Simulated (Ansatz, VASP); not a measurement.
# TaN in VASP and in Ansatz

Contents of INCAR:

```
SYSTEM = TaN
ALGO = Normal ; EDIFF = 1E-7
ENCUT = 520 ; GGA = PE
ISIF = 2 ; ISMEAR = 0
LASPH = .TRUE. ; LCHARG = .FALSE.
LREAL = .FALSE. ; LWAVE = .FALSE.
NBANDS = 42 ; NELM = 60
PREC = Accurate ; SIGMA = 0.15
```

KPOINTS

```
k-points
0
G
  12 12 12
  0 0 0
```

The input POSCAR:

```
TaN
1.0
    4.3580000000      0.0000000000      0.0000000000
    0.0000000000     -4.3580000000      0.0000000000
    0.0000000000      0.0000000000     -4.3580000000
Ta N
4 4
Direct
    0.5000000000      0.0000000000      0.0000000000
    0.0000000000      0.5000000000      0.0000000000
    0.0000000000      0.0000000000      0.5000000000
    0.5000000000      0.5000000000      0.5000000000
    0.0000000000      0.5000000000      0.5000000000
    0.5000000000      0.0000000000      0.5000000000
    0.5000000000      0.5000000000      0.0000000000
    0.0000000000      0.0000000000      0.0000000000
```

Input for Ansatz:

```yaml
crystal:
  lattice:
    - [4.358, 0.0, 0.0]
    - [0.0, -4.358, 0.0]
    - [0.0, 0.0, -4.358]
  atoms:
    - { symbol: Ta, position: [0.5, 0.0, 0.0] }
    - { symbol: Ta, position: [0.0, 0.5, 0.0] }
    - { symbol: Ta, position: [0.0, 0.0, 0.5] }
    - { symbol: Ta, position: [0.5, 0.5, 0.5] }
    - { symbol: "N", position: [0.0, 0.5, 0.5] }
    - { symbol: "N", position: [0.5, 0.0, 0.5] }
    - { symbol: "N", position: [0.5, 0.5, 0.0] }
    - { symbol: "N", position: [0.0, 0.0, 0.0] }
basis:
  ecutwfc: 420
kpoints:
  mp_grid: { grid: [12, 12, 12] }
hamiltonian:
  xc: pbe
scf:
  occupations: { method: gaussian, width: 0.15 }
output:
  forces: true
  stress: true
  eigenvalues: true
```

Alike in both runs: task single point; functional PBE; k mesh 12 × 12 × 12; occupations gaussian, width 0.15 eV; no spin polarisation.

|  | VASP | Ansatz |
| --- | --- | --- |
| version | VASP 6.6.1 | Ansatz 0.2.0 |
| potentials or method | VASP PAW PBE potentials, release 64 (Ta_pv, N), cutoff 520 eV | scalar-relativistic, plane waves, PAW |
| valence electrons in the cell | 64 | 72 |

|  | VASP | Ansatz | Ansatz less VASP |
| --- | --- | --- | --- |
| gap on the k mesh at the Fermi level (eV) | none | none | - |
| pressure (GPa) | 15.6 | 14.6 | -0.97 |

A gap of «none» marks a metal or a gap that the smearing closes. VASP's potentials hold 64 valence electrons a cell and Ansatz's 72, so a difference there can come from the potentials and not from the codes.

Spin-orbit coupling is off throughout.
